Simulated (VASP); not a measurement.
# InW4 (Im-3m) in VASP: single point with PBE

Aim: the single point of InW4 with PBE.

All numbers are computed with VASP 6.6.1; they aren't measurements. Logs are shortened: lines on timing, memory, paths and dates and some standing lists are left out, and cuts for length are marked.

**1. The cell of the first run**

It takes space group Im-3m (No. 229, cubic). The conventional cell has a = 5.703 Å, b = 5.703 Å, c = 5.703 Å, α = 90.00°, β = 90.00°, γ = 90.00°. In (site symmetry m-3m) has 8 W at 2.47 Å within 3.3 Å. W (site symmetry -3m) has 2 In at 2.47 Å and 6 W at 2.85 Å within 3.3 Å.

**2. Single point, PBE**

INCAR

```
SYSTEM = InW4
ALGO     = Fast           ! electronic algorithm
EDIFF    = 1E-6           ! SCF threshold, eV
ENCUT    = 520            ! plane-wave cutoff, eV
GGA      = PE             ! functional
ISIF     = 2              ! what is computed and relaxed
ISMEAR   = 0              ! smearing method
LASPH    = .True.         ! aspherical terms in the spheres
LCHARG   = .True.         ! write CHGCAR
LELF     = .True.         ! ELF
LREAL    = .False.        ! projectors in reciprocal space
LVHAR    = .True.       
LWAVE    = .False.        ! write WAVECAR
NBANDS   = 42             ! bands
NELM     = 100            ! most SCF steps
PREC     = Accurate       ! precision mode
SIGMA    = 0.1            ! smearing width, eV
```

KPOINTS

```
k-points
0
Gamma
  4 4 4
  0 0 0
```

POSCAR

```
InW4
1.0
   -2.8513059100      2.8513059100      2.8513059100
    2.8513059100     -2.8513059100      2.8513059100
    2.8513059100      2.8513059100     -2.8513059100
In W
1 4
Direct
    0.0000000000      0.0000000000      0.0000000000
    0.0000000000      0.0000000000      0.5000000000
    0.0000000000      0.5000000000      0.0000000000
    0.5000000000      0.0000000000      0.0000000000
    0.5000000000      0.5000000000      0.5000000000
```

Potentials or basis: VASP PAW PBE potentials, release 64 (In_d, W_sv).

The run is started by

```bash
$ cat potpaw_PBE.64/In_d/POTCAR potpaw_PBE.64/W_sv/POTCAR > POTCAR
$ mpirun -np 1 vasp_std > vasp.out
```

OUTCAR:

```text
SYSTEM = InW4
   EDIFF = 1E-6
   ENCUT = 520
   GGA = PE
   ISIF = 2
   ISMEAR = 0
   LASPH = .True.
   LREAL = .False.
   NELM = 100
   PREC = Accurate

 ion  position               nearest neighbor table
   1  0.000  0.000  0.000-   2 2.47   3 2.47   4 2.47   5 2.47   2 2.47   3 2.47   4 2.47   5 2.47

   2  0.000  0.000  0.500-   1 2.47   1 2.47   4 2.85   5 2.85   3 2.85   3 2.85   4 2.85   5 2.85

   3  0.000  0.500  0.000-   1 2.47   1 2.47   4 2.85   5 2.85   2 2.85   2 2.85   5 2.85   4 2.85

   4  0.500  0.000  0.000-   1 2.47   1 2.47   3 2.85   5 2.85   5 2.85   2 2.85   2 2.85   3 2.85

   5  0.500  0.500  0.500-   1 2.47   1 2.47   3 2.85   4 2.85   4 2.85   3 2.85   2 2.85   2 2.85

  LATTYP: Found a body centered cubic cell.
 ALAT       =     5.7026118200

  Lattice vectors:

 A1 = (  -2.8513059100,   2.8513059100,   2.8513059100)
 A2 = (   2.8513059100,  -2.8513059100,   2.8513059100)
 A3 = (   2.8513059100,   2.8513059100,  -2.8513059100)

Analysis of symmetry for initial positions (statically):
=====================================================================
 Subroutine PRICEL returns:
 Original cell was already a primitive cell.

 Routine SETGRP: Setting up the symmetry group for a
 body centered cubic supercell.

 Subroutine GETGRP returns: Found 48 space group operations
 (whereof 48 operations were pure point group operations)
 out of a pool of 48 trial point group operations.

The static configuration has the point symmetry O_h .

Analysis of symmetry for dynamics (positions and initial velocities):
=====================================================================
 Subroutine PRICEL returns:
 Original cell was already a primitive cell.

 Routine SETGRP: Setting up the symmetry group for a
 body centered cubic supercell.

 Subroutine GETGRP returns: Found 48 space group operations
 (whereof 48 operations were pure point group operations)
 out of a pool of 48 trial point group operations.

The dynamic configuration has the point symmetry O_h .

 Subroutine INISYM returns: Found 48 space group operations
 (whereof 48 operations are pure point group operations),
 and found     1 'primitive' translations

----------------------------------------------------------------------------------------

                                     Primitive cell

  volume of cell :      92.7238

  direct lattice vectors                    reciprocal lattice vectors
    -2.851305910  2.851305910  2.851305910     0.000000000  0.175358245  0.175358245
     2.851305910 -2.851305910  2.851305910     0.175358245  0.000000000  0.175358245
     2.851305910  2.851305910 -2.851305910     0.175358245  0.175358245  0.000000000

  length of vectors
     4.938606704  4.938606704  4.938606704     0.247994008  0.247994008  0.247994008

  position of ions in fractional coordinates (direct lattice)
     0.000000000  0.000000000  0.000000000
     0.000000000  0.000000000  0.500000000
     0.000000000  0.500000000  0.000000000
     0.500000000  0.000000000  0.000000000
     0.500000000  0.500000000  0.500000000

  ion indices of the primitive-cell ions
   primitive index   ion index
                 1           1
                 2           2
                 3           3
                 4           4
                 5           5

----------------------------------------------------------------------------------------

 KPOINTS: k-points

Automatic generation of k-mesh.
 Grid dimensions read from file:
 generate k-points for:    4    4    4

 Generating k-lattice:

  Cartesian coordinates                     Fractional coordinates (reciprocal lattice)
     0.000000000  0.043839561  0.043839561     0.250000000  0.000000000  0.000000000
     0.043839561  0.000000000  0.043839561     0.000000000  0.250000000  0.000000000
     0.043839561  0.043839561  0.000000000     0.000000000  0.000000000  0.250000000

  Length of vectors
     0.061998502  0.061998502  0.061998502

  Shift w.r.t. Gamma in fractional coordinates (k-lattice)
     0.000000000  0.000000000  0.000000000

 Subroutine IBZKPT returns following result:
 ===========================================

 Found      8 irreducible k-points:

 Following reciprocal coordinates:
            Coordinates               Weight
  0.000000  0.000000  0.000000      1.000000
  0.250000  0.000000  0.000000     12.000000
  0.500000  0.000000  0.000000      6.000000
  0.250000  0.250000  0.000000     24.000000
  0.250000  0.250000  0.250000      2.000000
 -0.250000  0.250000  0.250000      6.000000
  0.500000  0.500000  0.250000     12.000000
  0.500000  0.500000  0.500000      1.000000
   k-points           NKPTS =      8   k-points in BZ     NKDIM =      8   number of bands    NBANDS=     42
   number of dos      NEDOS =    301   number of ions     NIONS =      5
   total plane-waves  NPLWV =  64000
   dimension x,y,z NGX =    40 NGY =   40 NGZ =   40
   dimension x,y,z NGXF=    80 NGYF=   80 NGZF=   80
   ions per type =               1   4
   NGX,Y,Z   is equivalent  to a cutoff of  13.47, 13.47, 13.47 a.u.
   NGXF,Y,Z  is equivalent  to a cutoff of  26.93, 26.93, 26.93 a.u.
 SYSTEM =  InW4
   PREC   = accura    normal or accurate (medium, high low for compatibility)
   ISTART =      0    job   : 0-new  1-cont  2-samecut
   ICHARG =      2    charge: 1-file 2-atom 10-const
   ISPIN  =      1    spin polarized calculation?
   LNONCOLLINEAR =      F non collinear calculations
   LSORBIT =      F    spin-orbit coupling
   LASPH  =      T    aspherical Exc in radial PAW
   ENCUT  =  520.0 eV  38.22 Ry    6.18 a.u.   9.18  9.18  9.18*2*pi/ulx,y,z
   NELM   =    100;   NELMIN=  2; NELMDL= -5     # of ELM steps
   EDIFF  = 0.1E-05   stopping-criterion for ELM
   LREAL  =      F    real-space projection
   EDIFFG = 0.1E-04   stopping-criterion for IOM
   NSW    =      0    number of steps for IOM
   IBRION =     -1    ionic relax: 0-MD 1-quasi-New 2-CG
   NFREE  =      0    steps in history (QN), initial steepest desc. (CG)
   ISIF   =      2    stress and relaxation
   ISYM   =      2    0-nonsym 1-usesym 2-fastsym
   POTIM  = 0.5000    time-step for ionic-motion
   TEBEG  =    0.0;   TEEND  =   0.0 temperature during run
   PSTRESS=    0.0 pullay stress
   NELECT =      69.0000    total number of electrons
   NUPDOWN=      -1.0000    fix difference up-down
   EMIN   =  10.00;   EMAX   =-10.00  energy-range for DOS
   EFERMI =   0.00;   METHOD = LEGACY
   ISMEAR =     0;   SIGMA  =   0.10  broadening in eV -4-tet -1-fermi 0-gaus
   EFERMI_NEDOS =   21; number of points for ismear=-14 and -15
   IALGO  =     68    algorithm
   IMIX   =      4    mixing-type and parameters
     AMIX     =   0.40;   BMIX     =  1.00
     AMIX_MAG =   1.60;   BMIX_MAG =  1.00
  volume/ion in A,a.u.               =      18.54       125.15
  Fermi-wavevector in a.u.,A,eV,Ry     =   1.483522  2.803450 29.944221  2.200838
  Thomas-Fermi vector in A             =   2.597173
   LORBIT       =      0    0 simple, 1 ext, 2 COOP (PROOUT), +10 PAW based schemes
   GGA     = PE    functional components
   LHFCALC =     F    Hartree Fock is set to
   AEXX    =    0.0000 exact exchange contribution
   IVDW    =     0    specifies the selected vdW correction
   LEPSILON=     F    determine dielectric tensor
   LRPA    =     F    only Hartree local field effects (RPA)
 non-spin polarized calculation
 RMM-DIIS sequential band-by-band and
 Gauss-broadening in eV      SIGMA  =   0.10
  energy-cutoff  :      520.00
  volume of cell :       92.72
 maximum number of plane-waves:      2515
 NGX is ok and might be reduce to    40
   NGX = 19   NGY = 19   NGZ = 19

 number of electron      69.0000010 magnetization

 Free energy of the ion-electron system (eV)
  ---------------------------------------------------
  ext. energy  EPLUGINS =         0.00000000
  ---------------------------------------------------
  free energy    TOTEN  =       -41.58275828 eV

  energy without entropy =      -41.54482382  energy(sigma->0) =      -41.56379105

 E-fermi :   9.6278     XC(G=0): -12.4143

 val. band max:        9.5578235430   @ k =   0.2500   0.2500   0.2500
 cond. band min:       9.6578575919   @ k =   0.2500   0.2500   0.0000
 fundamental gap:      0.1000340489
 Fermi energy:         9.6278011332

 k-point     1 :       0.0000    0.0000    0.0000
  band No.  band energies     occupation
      1     -64.5288      2.00000
      2     -64.4568      2.00000
      3     -64.4568      2.00000
      4     -64.4568      2.00000
      5     -29.1404      2.00000
      6     -29.1404      2.00000
[... 34 lines left out ...]
     41      13.0652      0.00000
     42      13.0754      0.00000

 k-point     2 :       0.2500    0.0000    0.0000
  band No.  band energies     occupation
      1     -64.5181      2.00000
      2     -64.4671      2.00000
      3     -64.4568      2.00000
      4     -64.4566      2.00000
      5     -29.1281      2.00000
      6     -29.1125      2.00000
[... 34 lines left out ...]
     41      11.7104      0.00000
     42      12.1234      0.00000

 k-point     3 :       0.5000    0.0000    0.0000
  band No.  band energies     occupation
      1     -64.4927      2.00000
      2     -64.4920      2.00000
      3     -64.4569      2.00000
      4     -64.4565      2.00000
      5     -29.1200      2.00000
      6     -29.0910      2.00000
[... 34 lines left out ...]
     41      11.4595      0.00000
     42      11.6154      0.00000

 k-point     4 :       0.2500    0.2500    0.0000
  band No.  band energies     occupation
      1     -64.4998      2.00000
      2     -64.4744      2.00000
      3     -64.4744      2.00000
      4     -64.4494      2.00000
      5     -29.1207      2.00000
      6     -28.9915      2.00000
[... 34 lines left out ...]
     41      11.3804      0.00000
     42      11.6511      0.00000

 k-point     5 :       0.2500    0.2500    0.2500
  band No.  band energies     occupation
      1     -64.4747      2.00000
      2     -64.4745      2.00000
      3     -64.4745      2.00000
      4     -64.4745      2.00000
      5     -28.9296      2.00000
      6     -28.9063      2.00000
[... 34 lines left out ...]
     41      10.3552      0.00000
     42      10.3840      0.00000

 k-point     6 :      -0.2500    0.2500    0.2500
  band No.  band energies     occupation
      1     -64.5104      2.00000
      2     -64.4743      2.00000
      3     -64.4743      2.00000
      4     -64.4391      2.00000
      5     -29.2128      2.00000
      6     -29.0477      2.00000
[... 34 lines left out ...]
     41      11.7803      0.00000
     42      11.9469      0.00000

 k-point     7 :       0.5000    0.5000    0.2500
  band No.  band energies     occupation
      1     -64.4923      2.00000
      2     -64.4919      2.00000
      3     -64.4815      2.00000
      4     -64.4317      2.00000
      5     -29.2428      2.00000
      6     -29.0273      2.00000
[... 34 lines left out ...]
     41      12.1699      0.00000
     42      12.3918      0.00000

 k-point     8 :       0.5000    0.5000    0.5000
  band No.  band energies     occupation
      1     -64.4918      2.00000
      2     -64.4918      2.00000
      3     -64.4918      2.00000
      4     -64.4213      2.00000
      5     -29.3231      2.00000
      6     -29.0181      2.00000
[... 34 lines left out ...]
     41      13.1694      0.00000
     42      13.1694      0.00000

------------------------ aborting loop because EDIFF is reached ----------------------------------------

  FORCE on cell =-STRESS in cart. coord.  units (eV):
  Direction    XX          YY          ZZ          XY          YZ          ZX
  --------------------------------------------------------------------------------------
  -------------------------------------------------------------------------------------
  Total       15.2601054     15.2601054     15.2601054      0.0000000     -0.0000000      0.0000000
  in kB      263.6796916    263.6796916    263.6796916      0.0000000     -0.0000000      0.0000000
  external PRESSURE =     263.6796916 kB  Pullay stress =       0.0000000 kB

 VOLUME and BASIS-vectors are now :
 -----------------------------------------------------------------------------
  energy-cutoff  :      520.00
  volume of cell :       92.72
      direct lattice vectors                 reciprocal lattice vectors
    -2.851305910  2.851305910  2.851305910     0.000000000  0.175358245  0.175358245
     2.851305910 -2.851305910  2.851305910     0.175358245  0.000000000  0.175358245
     2.851305910  2.851305910 -2.851305910     0.175358245  0.175358245  0.000000000

 POSITION                                       TOTAL-FORCE (eV/Angst)
 -----------------------------------------------------------------------------------
      0.00000      0.00000      0.00000         0.000000      0.000000     -0.000000
      1.42565      1.42565     -1.42565        -0.000000     -0.000000      0.000000
      1.42565     -1.42565      1.42565         0.000000      0.000000     -0.000000
     -1.42565      1.42565      1.42565         0.000000      0.000000     -0.000000
      1.42565      1.42565      1.42565        -0.000000     -0.000000      0.000000
 -----------------------------------------------------------------------------------
    total drift:                                0.000000     -0.000000      0.000000

  FREE ENERGIE OF THE ION-ELECTRON SYSTEM (eV)
  ---------------------------------------------------
  free  energy   TOTEN  =       -41.5827582814 eV

  energy  without entropy=      -41.5448238198  energy(sigma->0) =      -41.56379105
```

Run time: 5.8 min. Hardware: 1 thread of Intel Xeon 8259CL, shared host; peak memory 0.25 GiB.

Results:

| Quantity | Value |
| --- | --- |
| Free energy | -41.5828 eV |
| Pressure | 26.4 GPa |

Levels at points of the mesh, in eV from the Fermi level:
```tsv
k point	band 31	band 32	band 33	band 34	band 35	band 36	band 37	band 38
(0.00, 0.00, 0.00)	0.14	0.14	0.14	1.08	1.08	1.08	1.15	1.15
(0.50, 0.00, 0.00)	-1.50	-1.45	-1.14	-0.56	-0.55	-0.29	0.31	0.83
(0.50, 0.50, 0.50)	-3.11	-0.87	-0.87	-0.32	-0.32	-0.32	0.54	0.54
```

Caveat: the k points lie up to 0.39 Å⁻¹ apart; spin-orbit coupling is left out, which moves the levels of the heavy elements.
